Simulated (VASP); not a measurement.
# BN (R3m) in VASP: further runs

The runs below take BN through single point, with r2SCAN.

All numbers are computed with VASP 6.6.1; they aren't measurements. Logs are shortened: lines on timing, memory, paths and dates and some standing lists are left out, and cuts for length are marked.

### 1 The cell of the first run

The structure is trigonal, space group R3m (No. 160). The conventional cell has a = 2.552 Å, b = 2.552 Å, c = 37.512 Å, α = 90.00°, β = 90.00°, γ = 120.00°. Within 2.1 Å of B (site symmetry 3m) lie 4 N at 1.56 Å. Within 2.1 Å of B (site symmetry 3m) lie 4 N at 1.56 Å. Within 2.1 Å of B (site symmetry 3m) lie 4 N at 1.56 Å. Within 2.1 Å of B (site symmetry 3m) lie 4 N at 1.56 Å and 1 B at 2.08 Å. Within 2.1 Å of B (site symmetry 3m) lie 4 N at 1.56 Å. B (site symmetry 3m) has 6 N at 1.56 to 2.15 Å and 1 B at 2.08 Å within 2.2 Å. N (site symmetry 3m) has 4 B at 1.56 Å within 2.1 Å. N (site symmetry 3m) has 4 B at 1.56 Å within 2.1 Å.

### 2 Single point, r2SCAN (the part above a cut slid along it)

POSCAR reads:

```
BN
1.0
    1.8048137541     -1.8048137541      0.0000000000
    1.8048137541      0.0000000000     -1.8048137541
    8.4223438649      6.6177105922      6.6177105922
B N
6 6
Direct
    0.8680798600     -0.1319201400      0.3958000000
    0.2569631933      0.2569631933      0.2291333333
    0.4791965267      0.4791965267      0.5624666667
    0.7014298600      0.7014298600      0.8958000000
    0.0903131933      0.0903131933      0.7291333333
    0.6458465267      0.6458465267      0.0624666667
    0.5208590267      0.5208590267      0.4374666667
   -0.0902576400     -0.0902576400      0.2708000000
    0.1319756933      0.1319756933      0.6041333333
    0.3542090267      0.3542090267      0.9374666667
   -0.2569076400     -0.2569076400      0.7708000000
    0.2986256933      0.2986256933      0.1041333333
```

INCAR.step1 reads:

```
SYSTEM = BN
  PREC = Accurate
  ENCUT = 520
  ISMEAR = 0
  SIGMA = 0.05
  LREAL = .False.
  LASPH = .True.
  NELM = 80
  NBANDS = 36
  GGA = PE
  ALGO = Normal
  EDIFF = 1E-4
  LWAVE = .True.
  LCHARG = .False.
```

INCAR.step2 reads:

```
SYSTEM = BN
  PREC = Accurate
  ENCUT = 520
  EDIFF = 1E-7
  ISMEAR = 0
  SIGMA = 0.05
  LREAL = .False.
  LASPH = .True.
  NELM = 80
  ALGO = Normal
  ISIF = 2
  LWAVE = .False.
  LCHARG = .False.
  METAGGA = R2SCAN
  LMIXTAU = .True.
  NBANDS = 36
  ISTART = 1
```

KPOINTS reads:

```
regular mesh
0
Gamma
  10 10 2
  0 0 0
```

Potentials or basis: VASP PAW PBE potentials, release 64 (B, N).

Command:

```bash
cat potpaw_PBE.64/B/POTCAR potpaw_PBE.64/N/POTCAR > POTCAR
cp INCAR.step1 INCAR
mpirun -np 1 vasp_std > vasp.out
cp INCAR.step2 INCAR
mpirun -np 1 vasp_std > vasp.out
```

OUTCAR:

```text
SYSTEM = BN
   PREC = Accurate
   ENCUT = 520
   EDIFF = 1E-7
   ISMEAR = 0
   LREAL = .False.
   LASPH = .True.
   NELM = 80
   ISIF = 2
   METAGGA = R2SCAN
   ISTART = 1

 ion  position               nearest neighbor table
   1  0.868  0.868  0.396-   7 1.56   8 1.56   7 1.56   7 1.56
   2  0.257  0.257  0.229-   8 1.56  12 1.56   8 1.56   8 1.56
   3  0.479  0.479  0.562-   9 1.56   9 1.56   7 1.56   9 1.56
   4  0.701  0.701  0.896-  10 1.56  11 1.56  10 1.56  10 1.56   6 2.08
   5  0.090  0.090  0.729-  11 1.56   9 1.56  11 1.56  11 1.56
   6  0.646  0.646  0.062-  12 1.56  12 1.56  12 1.56   4 2.08
   7  0.521  0.521  0.437-   1 1.56   3 1.56   1 1.56   1 1.56
   8  0.910  0.910  0.271-   2 1.56   1 1.56   2 1.56   2 1.56
   9  0.132  0.132  0.604-   3 1.56   3 1.56   5 1.56   3 1.56
  10  0.354  0.354  0.937-   4 1.56   4 1.56   4 1.56
  11  0.743  0.743  0.771-   5 1.56   4 1.56   5 1.56   5 1.56
  12  0.299  0.299  0.104-   6 1.56   6 1.56   2 1.56   6 1.56

  LATTYP: Found a trigonal (rhomboedric) cell.
 ALAT       =    12.5906339452
 COS(alpha) =     0.9794520407

  Lattice vectors:

 A1 = (   8.4223438649,   6.6177105922,   6.6177105922)
 A2 = (   6.6175301108,   8.4225243463,   6.6177105922)
 A3 = (   6.6175301108,   6.6177105922,   8.4225243463)

Analysis of symmetry for initial positions (statically):
=====================================================================
 Subroutine PRICEL returns:
 Original cell was already a primitive cell.

 Routine SETGRP: Setting up the symmetry group for a
 trigonal (rhombohedral) supercell.

 Subroutine GETGRP returns: Found  2 space group operations
 (whereof  2 operations were pure point group operations)
 out of a pool of 12 trial point group operations.

The static configuration has the point symmetry C_1h.

Analysis of symmetry for dynamics (positions and initial velocities):
=====================================================================
 Subroutine PRICEL returns:
 Original cell was already a primitive cell.

 Routine SETGRP: Setting up the symmetry group for a
 trigonal (rhombohedral) supercell.

 Subroutine GETGRP returns: Found  2 space group operations
 (whereof  2 operations were pure point group operations)
 out of a pool of 12 trial point group operations.

The dynamic configuration has the point symmetry C_1h.

 Subroutine INISYM returns: Found  2 space group operations
 (whereof  2 operations are pure point group operations),
 and found     1 'primitive' translations

----------------------------------------------------------------------------------------

                                     Primitive cell

  volume of cell :      70.5470

  direct lattice vectors                    reciprocal lattice vectors
     1.804813754 -1.804813754  0.000000000     0.169301864 -0.384771927  0.169301864
     1.804813754  0.000000000 -1.804813754     0.169301864  0.169301864 -0.384771927
     8.422343865  6.617710592  6.617710592     0.046172816  0.046172816  0.046172816

  length of vectors
     2.552392089  2.552392089 12.590633945     0.453183935  0.453183935  0.079973663

  position of ions in fractional coordinates (direct lattice)
     0.868079860  0.868079860  0.395800000
     0.256963193  0.256963193  0.229133333
     0.479196527  0.479196527  0.562466667
     0.701429860  0.701429860  0.895800000
     0.090313193  0.090313193  0.729133333
     0.645846527  0.645846527  0.062466667
     0.520859027  0.520859027  0.437466667
     0.909742360  0.909742360  0.270800000
     0.131975693  0.131975693  0.604133333
     0.354209027  0.354209027  0.937466667
     0.743092360  0.743092360  0.770800000
     0.298625693  0.298625693  0.104133333

  ion indices of the primitive-cell ions
   primitive index   ion index
                 1           1
                 2           2
                 3           3
                 4           4
                 5           5
                 6           6
                 7           7
                 8           8
                 9           9
                10          10
                11          11
                12          12

----------------------------------------------------------------------------------------

 KPOINTS: regular mesh

Automatic generation of k-mesh.
 Grid dimensions read from file:
 generate k-points for:   10   10    2

 Generating k-lattice:

  Cartesian coordinates                     Fractional coordinates (reciprocal lattice)
     0.016930186 -0.038477193  0.016930186     0.100000000  0.000000000 -0.000000000
     0.016930186  0.016930186 -0.038477193     0.000000000  0.100000000  0.000000000
     0.023086408  0.023086408  0.023086408     0.000000000  0.000000000  0.500000000

  Length of vectors
     0.045318393  0.045318393  0.039986832

  Shift w.r.t. Gamma in fractional coordinates (k-lattice)
     0.000000000  0.000000000  0.000000000

 -----------------------------------------------------------------------------
|                                                                             |
|           W    W    AA    RRRRR   N    N  II  N    N   GGGG   !!!           |
|           W    W   A  A   R    R  NN   N  II  NN   N  G    G  !!!           |
|           W    W  A    A  R    R  N N  N  II  N N  N  G       !!!           |
|           W WW W  AAAAAA  RRRRR   N  N N  II  N  N N  G  GGG   !            |
|           WW  WW  A    A  R   R   N   NN  II  N   NN  G    G                |
|           W    W  A    A  R    R  N    N  II  N    N   GGGG   !!!           |
|                                                                             |
|     Your reciprocal lattice and k-lattice belong to different lattice       |
|     classes:                                                                |
|                                                                             |
|        The reciprocal lattice is rhombohedral (trigonal),                   |
|        whereas your k-lattice is base-centered monoclinic.                  |
|                                                                             |
|     Results are often still useful ...                                      |
|                                                                             |
 -----------------------------------------------------------------------------

 WARNING: IBZKPT: internal override: KBLOWUP is changed to .FALSE.
      ... skipping the blow-up phase ...

 Subroutine IBZKPT returns following result:
 ===========================================

 Found     62 irreducible k-points:

 Following reciprocal coordinates:
            Coordinates               Weight
  0.000000  0.000000  0.000000      1.000000
  0.100000  0.000000 -0.000000      4.000000
  0.200000  0.000000 -0.000000      4.000000
  0.300000  0.000000 -0.000000      4.000000
  0.400000  0.000000  0.000000      4.000000
  0.500000  0.000000 -0.000000      2.000000
[... 16 lines left out ...]
  0.300000  0.300000  0.000000      2.000000
  0.400000  0.300000 -0.000000      4.000000
 [... further k-points ...]
   k-points           NKPTS =     62   k-points in BZ     NKDIM =     62   number of bands    NBANDS=     36
   number of dos      NEDOS =    301   number of ions     NIONS =     12
   total plane-waves  NPLWV =  38400
   dimension x,y,z NGX =    20 NGY =   20 NGZ =   96
   dimension x,y,z NGXF=    40 NGYF=   40 NGZF=  192
   ions per type =               6   6
   NGX,Y,Z   is equivalent  to a cutoff of  13.03, 13.03, 12.68 a.u.
   NGXF,Y,Z  is equivalent  to a cutoff of  26.05, 26.05, 25.35 a.u.
 SYSTEM =  BN
   PREC   = accura    normal or accurate (medium, high low for compatibility)
   ISTART =      1    job   : 0-new  1-cont  2-samecut
   ICHARG =      0    charge: 1-file 2-atom 10-const
   ISPIN  =      1    spin polarized calculation?
   LNONCOLLINEAR =      F non collinear calculations
   LSORBIT =      F    spin-orbit coupling
   LASPH  =      T    aspherical Exc in radial PAW
   ENCUT  =  520.0 eV  38.22 Ry    6.18 a.u.   4.75  4.75 23.41*2*pi/ulx,y,z
   NELM   =     80;   NELMIN=  2; NELMDL=  0     # of ELM steps
   EDIFF  = 0.1E-06   stopping-criterion for ELM
   LREAL  =      F    real-space projection
   EDIFFG = 0.1E-05   stopping-criterion for IOM
   NSW    =      0    number of steps for IOM
   IBRION =     -1    ionic relax: 0-MD 1-quasi-New 2-CG
   NFREE  =      0    steps in history (QN), initial steepest desc. (CG)
   ISIF   =      2    stress and relaxation
   ISYM   =      2    0-nonsym 1-usesym 2-fastsym
   POTIM  = 0.5000    time-step for ionic-motion
   TEBEG  =    0.0;   TEEND  =   0.0 temperature during run
   PSTRESS=    0.0 pullay stress
   NELECT =      48.0000    total number of electrons
   NUPDOWN=      -1.0000    fix difference up-down
   EMIN   =  10.00;   EMAX   =-10.00  energy-range for DOS
   EFERMI =   0.00;   METHOD = LEGACY
   ISMEAR =     0;   SIGMA  =   0.05  broadening in eV -4-tet -1-fermi 0-gaus
   EFERMI_NEDOS =   21; number of points for ismear=-14 and -15
   IALGO  =     38    algorithm
   IMIX   =      4    mixing-type and parameters
     AMIX     =   0.40;   BMIX     =  1.00
     AMIX_MAG =   1.60;   BMIX_MAG =  1.00
  volume/ion in A,a.u.               =       5.88        39.67
  Fermi-wavevector in a.u.,A,eV,Ry     =   1.439889  2.720996 28.208703  2.073281
  Thomas-Fermi vector in A             =   2.558695
   LORBIT       =      0    0 simple, 1 ext, 2 COOP (PROOUT), +10 PAW based schemes
   METAGGA = R2SCAN    functional components
   LHFCALC =     F    Hartree Fock is set to
   AEXX    =    0.0000 exact exchange contribution
   IVDW    =     0    specifies the selected vdW correction
   LEPSILON=     F    determine dielectric tensor
   LRPA    =     F    only Hartree local field effects (RPA)
 non-spin polarized calculation
 Gauss-broadening in eV      SIGMA  =   0.05
  energy-cutoff  :      520.00
  volume of cell :       70.55
 maximum number of plane-waves:      1916
   NGX =  9   NGY =  9   NGZ = 47

 number of electron      47.9999996 magnetization

 Free energy of the ion-electron system (eV)
  ---------------------------------------------------
  ext. energy  EPLUGINS =         0.00000000
  ---------------------------------------------------
  free energy    TOTEN  =      -110.67570277 eV

  energy without entropy =     -110.67570277  energy(sigma->0) =     -110.67570277

 E-fermi :   8.4495     XC(G=0): -13.7003

 val. band max:        8.1365470259   @ k =   0.1000   0.0000  -0.0000
 cond. band min:      10.1887161132   @ k =   0.5000   0.5000   0.5000
 fundamental gap:      2.0521690873
 Fermi energy:         8.4494564592

 k-point     1 :       0.0000    0.0000    0.0000
  band No.  band energies     occupation
      1     -14.2841      2.00000
      2     -13.3959      2.00000
      3     -13.0612      2.00000
      4     -11.4470      2.00000
      5     -11.1824      2.00000
      6      -9.4946      2.00000
[... 28 lines left out ...]
     35      18.0096      0.00000
     36      18.3972      0.00000

 k-point     2 :       0.1000    0.0000   -0.0000
  band No.  band energies     occupation
      1     -14.0630      2.00000
      2     -13.1809      2.00000
      3     -12.8338      2.00000
      4     -11.2662      2.00000
      5     -10.9572      2.00000
      6      -9.3221      2.00000
[... 850 lines left out ...]
 k-point    24 :       0.4000    0.3000   -0.0000
  band No.  band energies     occupation
      1     -11.6463      2.00000
      2     -10.8440      2.00000
      3     -10.3057      2.00000
      4      -9.4271      2.00000
      5      -8.7344      2.00000
      6      -7.8000      2.00000
[... 28 lines left out ...]
     35      19.7622      0.00000
     36      20.0544      0.00000

 [... further k-points ...]

------------------------ aborting loop because EDIFF is reached ----------------------------------------

  FORCE on cell =-STRESS in cart. coord.  units (eV):
  Direction    XX          YY          ZZ          XY          YZ          ZX
  --------------------------------------------------------------------------------------
  -------------------------------------------------------------------------------------
  Total        2.6859587      2.6932521      2.6932521      5.4276207      5.4299368      5.4276205
  in kB       61.0002328     61.1658714     61.1658714    123.2655298    123.3181307    123.2655253
  external PRESSURE =      61.1106585 kB  Pullay stress =       0.0000000 kB

 VOLUME and BASIS-vectors are now :
 -----------------------------------------------------------------------------
  energy-cutoff  :      520.00
  volume of cell :       70.55
      direct lattice vectors                 reciprocal lattice vectors
     1.804813754 -1.804813754  0.000000000     0.169301864 -0.384771927  0.169301864
     1.804813754  0.000000000 -1.804813754     0.169301864  0.169301864 -0.384771927
     8.422343865  6.617710592  6.617710592     0.046172816  0.046172816  0.046172816

 POSITION                                       TOTAL-FORCE (eV/Angst)
 -----------------------------------------------------------------------------------
      6.46701      1.05257      1.05257         0.152259      0.152181      0.152181
      2.85738      1.05257      1.05257         0.468091      0.468375      0.468375
      6.46701      2.85738      2.85738         0.151801      0.151731      0.151731
     10.07664      4.66219      4.66219        -0.184018     -0.184320     -0.184320
      6.46701      4.66219      4.66219         0.150992      0.150913      0.150913
      2.85738     -0.75225     -0.75225         1.047815      1.049100      1.049100
      5.56460      1.95497      1.95497        -0.153386     -0.153242     -0.153242
      5.56460      0.15016      0.15016        -0.146922     -0.146791     -0.146791
      5.56460      3.75979      3.75979        -0.157761     -0.157779     -0.157779
      9.17423      5.56460      5.56460        -2.698205     -2.700340     -2.700340
      9.17423      3.75979      3.75979        -0.357551     -0.357687     -0.357687
      1.95497      0.15016      0.15016         1.726883      1.727858      1.727858
 -----------------------------------------------------------------------------------
    total drift:                                0.006105      0.006256      0.006256

  FREE ENERGIE OF THE ION-ELECTRON SYSTEM (eV)
  ---------------------------------------------------
  free  energy   TOTEN  =      -110.6757027662 eV

  energy  without entropy=     -110.6757027662  energy(sigma->0) =     -110.67570277
```

It took 19 min on 1 thread of AMD EPYC, shared host; peak memory 0.23 GiB.

Results:

| Item | Value |
| --- | --- |
| Free energy | -110.6757 eV |
| Pressure | 6.1 GPa |
| Largest force | 4.676 eV/Å |
| Band gap on the k mesh | 2.05 eV (least direct gap 2.65 eV) |

Forces in eV/Å, atoms in the order of the input:
```
B    0.152  0.152  0.152
B    0.468  0.468  0.468
B    0.152  0.152  0.152
B   -0.184 -0.184 -0.184
B    0.151  0.151  0.151
B    1.048  1.049  1.049
N   -0.153 -0.153 -0.153
N   -0.147 -0.147 -0.147
N   -0.158 -0.158 -0.158
N   -2.698 -2.700 -2.700
N   -0.358 -0.358 -0.358
N    1.727  1.728  1.728
```

Caveat: the cell differs from its parent crystal (the part above a cut slid along it); the cell stands under pressure; the PAW data sets were made with another functional, which shifts forces and pressure a little. A k mesh can miss the band edges.

### 3 Single point, r2SCAN (the part above a cut slid along it)

POSCAR reads:

```
BN
1.0
    1.8048137541     -1.8048137541      0.0000000000
    1.8048137541      0.0000000000     -1.8048137541
    9.6257936761      6.0159856865      6.0159856865
B N
6 6
Direct
    0.7361201400     -0.2638798600      0.3958000000
    0.1805701400      0.1805701400      0.2291333333
    0.2916701400      0.2916701400      0.5624666667
    0.4027701400      0.4027701400      0.8958000000
   -0.1527798600     -0.1527798600      0.7291333333
    0.6250201400      0.6250201400      0.0624666667
    0.3750076400      0.3750076400      0.4374666667
   -0.1805423600     -0.1805423600      0.2708000000
   -0.0694423600     -0.0694423600      0.6041333333
    0.0416576400      0.0416576400      0.9374666667
   -0.5138923600     -0.5138923600      0.7708000000
    0.2639076400      0.2639076400      0.1041333333
```

INCAR.step1 reads:

```
SYSTEM = BN
  ALGO = Normal
  EDIFF = 1E-4
  ENCUT = 520
  GGA = PE
  ISMEAR = 0
  LASPH = .True.
  LCHARG = .False.
  LREAL = .False.
  LWAVE = .True.
  NBANDS = 36
  NELM = 60
  PREC = Accurate
  SIGMA = 0.05
```

INCAR.step2 reads:

```
SYSTEM = BN
  ALGO = Normal
  EDIFF = 1E-7
  ENCUT = 520
  ISIF = 2
  ISMEAR = 0
  ISTART = 1
  LASPH = .True.
  LCHARG = .False.
  LMIXTAU = .True.
  LREAL = .False.
  LWAVE = .False.
  METAGGA = R2SCAN
  NBANDS = 36
  NELM = 60
  PREC = Accurate
  SIGMA = 0.05
```

KPOINTS reads:

```
k-points
0
Gamma
  10 10 2
  0 0 0
```

Potentials or basis: VASP PAW PBE potentials, release 64 (B, N).

Command:

```bash
cat potpaw_PBE.64/B/POTCAR potpaw_PBE.64/N/POTCAR > POTCAR
cp INCAR.step1 INCAR
mpirun -np 1 vasp_std > vasp.out
cp INCAR.step2 INCAR
mpirun -np 1 vasp_std > vasp.out
```

It took 22 min on 1 thread of AMD EPYC, shared host; peak memory 0.23 GiB.

The run converged. Its results:

* Free energy: -112.2586 eV
* Pressure: 0.7 GPa
* Largest force: 1.834 eV/Å
* Band gap on the k mesh: 3.03 eV (least direct gap 4.67 eV)

Forces in eV/Å, atoms in the order of the input:
```
B    0.143  0.143  0.143
B    0.210  0.210  0.210
B    0.137  0.137  0.137
B   -0.288 -0.289 -0.289
B    0.120  0.121  0.121
B    1.059  1.058  1.058
N   -0.140 -0.139 -0.139
N   -0.132 -0.132 -0.132
N   -0.141 -0.141 -0.141
N   -0.820 -0.819 -0.819
N   -0.212 -0.212 -0.212
N    0.062  0.063  0.063
```

Stress tensor (GPa, compression positive):
```
0.66 6.09 6.09
6.09 0.66 6.09
6.09 6.09 0.66
```

Levels at points of the mesh, in eV from the valence-band top:
```tsv
k point	band 20	band 21	band 22	band 23	band 24	band 25	band 26	band 27	band 28	band 29
(0.00, 0.00, 0.00)	-0.94	-0.94	-0.37	-0.37	0.00	7.45	8.51	8.51	9.29	9.36
(0.50, 0.00, 0.00)	-3.65	-3.39	-3.29	-2.43	-2.15	4.03	5.22	6.03	7.19	8.72
(0.50, 0.50, 0.00)	-3.65	-3.39	-3.29	-2.43	-2.15	4.03	5.22	6.03	7.19	8.72
(0.00, 0.00, 0.50)	-0.92	-0.92	-0.62	-0.37	-0.37	7.51	8.45	8.45	9.36	9.60
(0.50, 0.00, 0.50)	-4.20	-3.22	-3.01	-2.55	-2.05	4.05	4.94	6.32	7.39	8.13
(0.50, 0.50, 0.50)	-4.20	-3.22	-3.01	-2.55	-2.05	4.05	4.94	6.32	7.39	8.13
```

Caveat: the cell differs from its parent crystal (the part above a cut slid along it); the PAW data sets were made with another functional, which shifts forces and pressure a little. A k mesh can miss the band edges.
